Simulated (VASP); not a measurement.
# KI (Pm-3m) in VASP: notebook

The runs below take KI through single point, with PBE.

Everything below comes from runs of VASP 6.6.1. Logs are shortened: lines on timing, memory, paths and dates and some standing lists are left out, and cuts for length are marked.

## (1) The cell of the first run

The structure is cubic, space group Pm-3m (No. 221). Conventional cell: a = 4.143 Å, b = 4.143 Å, c = 4.143 Å, α = 90.00°, β = 90.00°, γ = 90.00°. K (site symmetry m-3m) has 8 I at 3.59 Å and 6 K at 4.14 Å within 4.7 Å. I (site symmetry m-3m) has 8 K at 3.59 Å and 6 I at 4.14 Å within 4.7 Å.

## (2) Single point, PBE (volume changed by -10%)

File INCAR:

```
  PREC = Accurate
  ENCUT = 520
  EDIFF = 1E-6
  ISMEAR = 0
  SIGMA = 0.01
  LREAL = F
  LASPH = T
  NELM = 80
  ALGO = Normal
  ISIF = 2
  LWAVE = F
  LCHARG = F
  GGA = PE
  NBANDS = 15
```

File KPOINTS:

```
regular mesh
0
Gamma
  4 4 4
```

File POSCAR:

```
KI
1.0
    4.1429973522      0.0000000000      0.0000000000
    0.0000000000      4.1429973522      0.0000000000
    0.0000000000      0.0000000000      4.1429973522
K I
1 1
Direct
    0.0000000000      0.0000000000      0.0000000000
    0.5000000000      0.5000000000      0.5000000000
```

Potentials or basis: VASP PAW PBE potentials, release 64 (K_sv, I).

Run with:

```
cat potpaw_PBE.64/K_sv/POTCAR potpaw_PBE.64/I/POTCAR > POTCAR
mpirun -np 1 vasp_std > vasp.out
```

OUTCAR:

```text
PREC = Accurate
   ENCUT = 520
   EDIFF = 1E-6
   ISMEAR = 0
   LREAL = F
   LASPH = T
   NELM = 80
   ISIF = 2
   GGA = PE

 ion  position               nearest neighbor table
   1  0.000  0.000  0.000-   2 3.59   2 3.59   2 3.59   2 3.59   2 3.59   2 3.59   2 3.59   2 3.59

   2  0.500  0.500  0.500-   1 3.59   1 3.59   1 3.59   1 3.59   1 3.59   1 3.59   1 3.59   1 3.59

  LATTYP: Found a simple cubic cell.
 ALAT       =     4.1429973522

  Lattice vectors:

 A1 = (   4.1429973522,   0.0000000000,   0.0000000000)
 A2 = (   0.0000000000,   4.1429973522,   0.0000000000)
 A3 = (   0.0000000000,   0.0000000000,   4.1429973522)

Analysis of symmetry for initial positions (statically):
=====================================================================
 Subroutine PRICEL returns:
 Original cell was already a primitive cell.

 Routine SETGRP: Setting up the symmetry group for a
 simple cubic supercell.

 Subroutine GETGRP returns: Found 48 space group operations
 (whereof 48 operations were pure point group operations)
 out of a pool of 48 trial point group operations.

The static configuration has the point symmetry O_h .

Analysis of symmetry for dynamics (positions and initial velocities):
=====================================================================
 Subroutine PRICEL returns:
 Original cell was already a primitive cell.

 Routine SETGRP: Setting up the symmetry group for a
 simple cubic supercell.

 Subroutine GETGRP returns: Found 48 space group operations
 (whereof 48 operations were pure point group operations)
 out of a pool of 48 trial point group operations.

The dynamic configuration has the point symmetry O_h .

 Subroutine INISYM returns: Found 48 space group operations
 (whereof 48 operations are pure point group operations),
 and found     1 'primitive' translations

----------------------------------------------------------------------------------------

                                     Primitive cell

  volume of cell :      71.1122

  direct lattice vectors                    reciprocal lattice vectors
     4.142997352  0.000000000  0.000000000     0.241371141  0.000000000  0.000000000
     0.000000000  4.142997352  0.000000000     0.000000000  0.241371141  0.000000000
     0.000000000  0.000000000  4.142997352     0.000000000  0.000000000  0.241371141

  length of vectors
     4.142997352  4.142997352  4.142997352     0.241371141  0.241371141  0.241371141

  position of ions in fractional coordinates (direct lattice)
     0.000000000  0.000000000  0.000000000
     0.500000000  0.500000000  0.500000000

  ion indices of the primitive-cell ions
   primitive index   ion index
                 1           1
                 2           2

----------------------------------------------------------------------------------------

 KPOINTS: regular mesh

Automatic generation of k-mesh.
 Grid dimensions read from file:
 generate k-points for:    4    4    4

 Generating k-lattice:

  Cartesian coordinates                     Fractional coordinates (reciprocal lattice)
     0.060342785  0.000000000  0.000000000     0.250000000  0.000000000  0.000000000
     0.000000000  0.060342785  0.000000000     0.000000000  0.250000000  0.000000000
     0.000000000  0.000000000  0.060342785     0.000000000  0.000000000  0.250000000

  Length of vectors
     0.060342785  0.060342785  0.060342785

  Shift w.r.t. Gamma in fractional coordinates (k-lattice)
     0.000000000  0.000000000  0.000000000

 Subroutine IBZKPT returns following result:
 ===========================================

 Found     10 irreducible k-points:

 Following reciprocal coordinates:
            Coordinates               Weight
  0.000000  0.000000  0.000000      1.000000
  0.250000  0.000000  0.000000      6.000000
  0.500000  0.000000  0.000000      3.000000
  0.250000  0.250000  0.000000     12.000000
  0.500000  0.250000  0.000000     12.000000
  0.500000  0.500000  0.000000      3.000000
  0.250000  0.250000  0.250000      8.000000
  0.500000  0.250000  0.250000     12.000000
  0.500000  0.500000  0.250000      6.000000
  0.500000  0.500000  0.500000      1.000000
   k-points           NKPTS =     10   k-points in BZ     NKDIM =     10   number of bands    NBANDS=     15
   number of dos      NEDOS =    301   number of ions     NIONS =      2
   total plane-waves  NPLWV =  32768
   dimension x,y,z NGX =    32 NGY =   32 NGZ =   32
   dimension x,y,z NGXF=    64 NGYF=   64 NGZF=   64
   ions per type =               1   1
   NGX,Y,Z   is equivalent  to a cutoff of  12.84, 12.84, 12.84 a.u.
   NGXF,Y,Z  is equivalent  to a cutoff of  25.68, 25.68, 25.68 a.u.
 SYSTEM =  unknown system
   PREC   = accura    normal or accurate (medium, high low for compatibility)
   ISTART =      0    job   : 0-new  1-cont  2-samecut
   ICHARG =      2    charge: 1-file 2-atom 10-const
   ISPIN  =      1    spin polarized calculation?
   LNONCOLLINEAR =      F non collinear calculations
   LSORBIT =      F    spin-orbit coupling
   LASPH  =      T    aspherical Exc in radial PAW
   ENCUT  =  520.0 eV  38.22 Ry    6.18 a.u.   7.70  7.70  7.70*2*pi/ulx,y,z
   NELM   =     80;   NELMIN=  2; NELMDL= -5     # of ELM steps
   EDIFF  = 0.1E-05   stopping-criterion for ELM
   LREAL  =      F    real-space projection
   EDIFFG = 0.1E-04   stopping-criterion for IOM
   NSW    =      0    number of steps for IOM
   IBRION =     -1    ionic relax: 0-MD 1-quasi-New 2-CG
   NFREE  =      0    steps in history (QN), initial steepest desc. (CG)
   ISIF   =      2    stress and relaxation
   ISYM   =      2    0-nonsym 1-usesym 2-fastsym
   POTIM  = 0.5000    time-step for ionic-motion
   TEBEG  =    0.0;   TEEND  =   0.0 temperature during run
   PSTRESS=    0.0 pullay stress
   NELECT =      16.0000    total number of electrons
   NUPDOWN=      -1.0000    fix difference up-down
   EMIN   =  10.00;   EMAX   =-10.00  energy-range for DOS
   EFERMI =   0.00;   METHOD = LEGACY
   ISMEAR =     0;   SIGMA  =   0.01  broadening in eV -4-tet -1-fermi 0-gaus
   EFERMI_NEDOS =   21; number of points for ismear=-14 and -15
   IALGO  =     38    algorithm
   IMIX   =      4    mixing-type and parameters
     AMIX     =   0.40;   BMIX     =  1.00
     AMIX_MAG =   1.60;   BMIX_MAG =  1.00
  volume/ion in A,a.u.               =      35.56       239.94
  Fermi-wavevector in a.u.,A,eV,Ry     =   0.995711  1.881622 13.489378  0.991441
  Thomas-Fermi vector in A             =   2.127750
   LORBIT       =      0    0 simple, 1 ext, 2 COOP (PROOUT), +10 PAW based schemes
   GGA     = PE    functional components
   LHFCALC =     F    Hartree Fock is set to
   AEXX    =    0.0000 exact exchange contribution
   IVDW    =     0    specifies the selected vdW correction
   LEPSILON=     F    determine dielectric tensor
   LRPA    =     F    only Hartree local field effects (RPA)
 non-spin polarized calculation
 Gauss-broadening in eV      SIGMA  =   0.01
  energy-cutoff  :      520.00
  volume of cell :       71.11
 maximum number of plane-waves:      1936
 NGX is ok and might be reduce to    32
   NGX = 15   NGY = 15   NGZ = 15

 number of electron      16.0000001 magnetization

 Free energy of the ion-electron system (eV)
  ---------------------------------------------------
  ext. energy  EPLUGINS =         0.00000000
  ---------------------------------------------------
  free energy    TOTEN  =        -5.33815294 eV

  energy without entropy =       -5.33815294  energy(sigma->0) =       -5.33815294

 E-fermi :   1.7224     XC(G=0):  -8.1452

 val. band max:        1.6325363540   @ k =   0.5000   0.5000   0.0000
 cond. band min:       5.2524610130   @ k =   0.0000   0.0000   0.0000
 fundamental gap:      3.6199246590
 Fermi energy:         1.7224242662

 k-point     1 :       0.0000    0.0000    0.0000
  band No.  band energies     occupation
      1     -27.6908      2.00000
      2     -11.1459      2.00000
      3     -11.1459      2.00000
      4     -11.1459      2.00000
      5      -9.8311      2.00000
      6       1.2086      2.00000
      7       1.2086      2.00000
      8       1.2086      2.00000
      9       5.2525      0.00000
     10       6.1480      0.00000
     11       6.1480      0.00000
     12      10.1141      0.00000
     13      10.1141      0.00000
     14      10.1141      0.00000
     15      12.3589      0.00000

 k-point     2 :       0.2500    0.0000    0.0000
  band No.  band energies     occupation
      1     -27.6869      2.00000
      2     -11.2967      2.00000
      3     -11.1369      2.00000
      4     -11.1369      2.00000
      5      -9.5926      2.00000
      6      -0.1421      2.00000
      7       1.2392      2.00000
      8       1.2392      2.00000
      9       6.2777      0.00000
     10       6.6243      0.00000
     11       7.8497      0.00000
     12       9.9902      0.00000
     13       9.9902      0.00000
     14      10.3657      0.00000
     15      10.4627      0.00000

 k-point     3 :       0.5000    0.0000    0.0000
  band No.  band energies     occupation
      1     -27.6830      2.00000
      2     -11.4212      2.00000
      3     -11.1279      2.00000
      4     -11.1279      2.00000
      5      -9.3668      2.00000
      6      -1.0681      2.00000
      7       1.2690      2.00000
      8       1.2690      2.00000
      9       7.4014      0.00000
     10       7.6886      0.00000
     11       8.5790      0.00000
     12       9.2089      0.00000
     13      10.5189      0.00000
     14      10.5353      0.00000
     15      10.5353      0.00000
[... 91 lines left out ...]
 k-point     9 :       0.5000    0.5000    0.2500
  band No.  band energies     occupation
      1     -27.6722      2.00000
      2     -11.2526      2.00000
      3     -11.2526      2.00000
      4     -11.1768      2.00000
      5      -9.2558      2.00000
      6      -0.3685      2.00000
      7      -0.3685      2.00000
      8       0.4757      2.00000
      9       6.1848      0.00000
     10       7.7471      0.00000
     11       7.7471      0.00000
     12       9.2955      0.00000
     13      11.1278      0.00000
     14      11.1278      0.00000
     15      11.5253      0.00000

 k-point    10 :       0.5000    0.5000    0.5000
  band No.  band energies     occupation
      1     -27.6687      2.00000
      2     -11.2371      2.00000
      3     -11.2371      2.00000
      4     -11.2371      2.00000
      5      -9.1339      2.00000
      6      -0.3675      2.00000
      7      -0.3675      2.00000
      8      -0.3675      2.00000
      9       7.3079      0.00000
     10       7.3079      0.00000
     11       7.3079      0.00000
     12      10.8573      0.00000
     13      10.8573      0.00000
     14      10.8573      0.00000
     15      11.3788      0.00000

------------------------ aborting loop because EDIFF is reached ----------------------------------------

  FORCE on cell =-STRESS in cart. coord.  units (eV):
  Direction    XX          YY          ZZ          XY          YZ          ZX
  --------------------------------------------------------------------------------------
  -------------------------------------------------------------------------------------
  Total        1.1603295      1.1603295      1.1603295     -0.0000000     -0.0000000     -0.0000000
  in kB       26.1425496     26.1425496     26.1425496     -0.0000000     -0.0000000     -0.0000000
  external PRESSURE =      26.1425496 kB  Pullay stress =       0.0000000 kB

 VOLUME and BASIS-vectors are now :
 -----------------------------------------------------------------------------
  energy-cutoff  :      520.00
  volume of cell :       71.11
      direct lattice vectors                 reciprocal lattice vectors
     4.142997352  0.000000000  0.000000000     0.241371141  0.000000000  0.000000000
     0.000000000  4.142997352  0.000000000     0.000000000  0.241371141  0.000000000
     0.000000000  0.000000000  4.142997352     0.000000000  0.000000000  0.241371141

 POSITION                                       TOTAL-FORCE (eV/Angst)
 -----------------------------------------------------------------------------------
      0.00000      0.00000      0.00000         0.000000      0.000000      0.000000
      2.07150      2.07150      2.07150         0.000000      0.000000      0.000000
 -----------------------------------------------------------------------------------
    total drift:                                0.000000     -0.000000     -0.000000

  FREE ENERGIE OF THE ION-ELECTRON SYSTEM (eV)
  ---------------------------------------------------
  free  energy   TOTEN  =        -5.3381529398 eV

  energy  without entropy=       -5.3381529398  energy(sigma->0) =       -5.33815294
```

It took 4.6 s on 1 thread of Intel Xeon 6975P-C (Granite Rapids), shared host; peak memory 0.17 GiB.

What came out:

| Item | Value |
| --- | --- |
| Free energy | -5.3382 eV |
| Pressure | 2.6 GPa |
| Band gap on the k mesh | 3.62 eV, indirect (least direct gap 3.79 eV) |

Caveat: the cell differs from its parent crystal (volume changed by -10%); spin-orbit coupling is left out, which moves the levels of the heavy elements. A k mesh can miss the band edges.

## (3) Single point, PBE

This run uses another cell than the first one, of 39.51 Å³/atom, 1.111 times its volume.

File INCAR:

```
SYSTEM = KI
PREC = Accurate ; ENCUT = 520
EDIFF = 1E-6 ; ISMEAR = 0
SIGMA = 0.01 ; LREAL = .FALSE.
LASPH = .TRUE. ; NELM = 100
ALGO = Normal ; ISIF = 2
LWAVE = .FALSE. ; LCHARG = .FALSE.
GGA = PE ; NBANDS = 15
```

File KPOINTS:

```
Automatic mesh
0
G
  4 4 4
  0 0 0
```

File POSCAR:

```
KI
1.0
    4.2910853483      0.0000000000      0.0000000000
    0.0000000000      4.2910853483      0.0000000000
    0.0000000000      0.0000000000      4.2910853483
K I
1 1
Direct
    0.0000000000      0.0000000000      0.0000000000
    0.5000000000      0.5000000000      0.5000000000
```

Potentials or basis: VASP PAW PBE potentials, release 64 (K_sv, I).

Run with:

```
cat potpaw_PBE.64/K_sv/POTCAR potpaw_PBE.64/I/POTCAR > POTCAR
mpirun -np 1 vasp_std > vasp.out
```

OUTCAR:

```text
SYSTEM = KI
   PREC = Accurate
   ENCUT = 520
   EDIFF = 1E-6
   ISMEAR = 0
   LREAL = .FALSE.
   LASPH = .TRUE.
   NELM = 100
   ISIF = 2
   GGA = PE

 ion  position               nearest neighbor table
   1  0.000  0.000  0.000-
   2  0.500  0.500  0.500-

  LATTYP: Found a simple cubic cell.
 ALAT       =     4.2910853483

  Lattice vectors:

 A1 = (   4.2910853483,   0.0000000000,   0.0000000000)
 A2 = (   0.0000000000,   4.2910853483,   0.0000000000)
 A3 = (   0.0000000000,   0.0000000000,   4.2910853483)

Analysis of symmetry for initial positions (statically):
=====================================================================
 Subroutine PRICEL returns:
 Original cell was already a primitive cell.

 Routine SETGRP: Setting up the symmetry group for a
 simple cubic supercell.

 Subroutine GETGRP returns: Found 48 space group operations
 (whereof 48 operations were pure point group operations)
 out of a pool of 48 trial point group operations.

The static configuration has the point symmetry O_h .
[... 156 lines left out ...]
      1     -28.4997      2.00000
      2     -11.9526      2.00000
      3     -11.9526      2.00000
      4     -11.9526      2.00000
      5     -10.2690      2.00000
      6       0.5277      2.00000
      7       0.5277      2.00000
      8       0.5277      2.00000
      9       4.2153      0.00000
     10       5.6490      0.00000
     11       5.6490      0.00000
     12       9.2689      0.00000
     13       9.2689      0.00000
     14       9.2689      0.00000
[... 149 lines left out ...]
      2     -12.0171      2.00000
      3     -12.0171      2.00000
      4     -12.0171      2.00000
      5      -9.7485      2.00000
      6      -0.7686      2.00000
      7      -0.7686      2.00000
      8      -0.7686      2.00000
      9       6.5159      0.00000
     10       6.5159      0.00000
     11       6.5159      0.00000
     12       9.7241      0.00000
     13       9.7241      0.00000
     14       9.7241      0.00000
     15      10.0317      0.00000

------------------------ aborting loop because EDIFF is reached ----------------------------------------

  FORCE on cell =-STRESS in cart. coord.  units (eV):
  Direction    XX          YY          ZZ          XY          YZ          ZX
  --------------------------------------------------------------------------------------
  -------------------------------------------------------------------------------------
  Total        0.2826031      0.2826031      0.2826031     -0.0000000      0.0000000     -0.0000000
  in kB        5.7304153      5.7304153      5.7304153     -0.0000000      0.0000000     -0.0000000
  external PRESSURE =       5.7304153 kB  Pullay stress =       0.0000000 kB

 VOLUME and BASIS-vectors are now :
 -----------------------------------------------------------------------------
  energy-cutoff  :      520.00
  volume of cell :       79.01
      direct lattice vectors                 reciprocal lattice vectors
     4.291085348  0.000000000  0.000000000     0.233041275  0.000000000  0.000000000
     0.000000000  4.291085348  0.000000000     0.000000000  0.233041275  0.000000000
     0.000000000  0.000000000  4.291085348     0.000000000  0.000000000  0.233041275

 POSITION                                       TOTAL-FORCE (eV/Angst)
 -----------------------------------------------------------------------------------
      0.00000      0.00000      0.00000         0.000000      0.000000      0.000000
      2.14554      2.14554      2.14554         0.000000      0.000000      0.000000
 -----------------------------------------------------------------------------------
    total drift:                                0.000000      0.000000     -0.000000

  FREE ENERGIE OF THE ION-ELECTRON SYSTEM (eV)
  ---------------------------------------------------
  free  energy   TOTEN  =        -5.4123784013 eV

  energy  without entropy=       -5.4123784013  energy(sigma->0) =       -5.41237840
```

OSZICAR:

```text
N       E                     dE             d eps       ncg     rms          rms(c)
DAV:   1     0.915119028898E+02    0.91512E+02   -0.64665E+03   300   0.906E+02
DAV:   2     0.126766624306E+00   -0.91385E+02   -0.85396E+02   391   0.219E+02
DAV:   3    -0.527114477862E+01   -0.53979E+01   -0.53705E+01   442   0.466E+01
DAV:   4    -0.552128897781E+01   -0.25014E+00   -0.25010E+00   458   0.865E+00
DAV:   5    -0.552330960901E+01   -0.20206E-02   -0.20206E-02   426   0.899E-01    0.268E+00
DAV:   6    -0.542969235741E+01    0.93617E-01   -0.67945E-02   391   0.175E+00    0.193E+00
DAV:   7    -0.540957749413E+01    0.20115E-01   -0.91747E-02   384   0.174E+00    0.744E-01
DAV:   8    -0.541215739713E+01   -0.25799E-02   -0.13461E-02   358   0.749E-01    0.151E-01
DAV:   9    -0.541230046144E+01   -0.14306E-03   -0.50296E-04   419   0.150E-01    0.724E-02
DAV:  10    -0.541236226348E+01   -0.61802E-04   -0.83240E-05   394   0.585E-02    0.151E-02
DAV:  11    -0.541237886817E+01   -0.16605E-04   -0.24886E-05   384   0.322E-02    0.173E-02
DAV:  12    -0.541237840130E+01    0.46687E-06   -0.65018E-07   347   0.635E-03
   1 F= -.54123784E+01 E0= -.54123784E+01  d E =-.567132E-33
```

stdout:

```text
POSCAR found type information on POSCAR K I
 POSCAR found :  2 types and       2 ions
 scaLAPACK will be used
 LDA part: xc-table for (Slater+PW92), standard interpolation
 POSCAR, INCAR and KPOINTS ok, starting setup
 FFT: planning ... GRIDC
 FFT: planning ... GRID_SOFT
 FFT: planning ... GRID
 WAVECAR not read
 entering main loop
```

It took 4.5 s on 1 thread of Intel Xeon 6975P-C (Granite Rapids), shared host; peak memory 0.17 GiB.

What came out:

* Free energy: -5.4124 eV
* Pressure: 0.6 GPa
* Band gap on the k mesh: 3.33 eV, indirect (least direct gap 3.69 eV)

Levels at points of the mesh, in eV from the valence-band top:
```csv
k point,band 4,band 5,band 6,band 7,band 8,band 9,band 10,band 11,band 12,band 13
"(0.00, 0.00, 0.00)",-12.84,-11.16,-0.36,-0.36,-0.36,3.33,4.76,4.76,8.38,8.38
"(0.50, 0.00, 0.00)",-12.83,-10.86,-2.29,-0.29,-0.29,5.48,6.17,7.04,7.05,8.66
"(0.50, 0.50, 0.00)",-12.82,-10.81,-1.71,-1.71,0.00,3.91,5.69,6.79,6.79,9.06
"(0.50, 0.50, 0.50)",-12.91,-10.64,-1.66,-1.66,-1.66,5.63,5.63,5.63,8.83,8.83
```

Caveat: spin-orbit coupling is left out, which moves the levels of the heavy elements.

(Continued in part 2 of 2.)
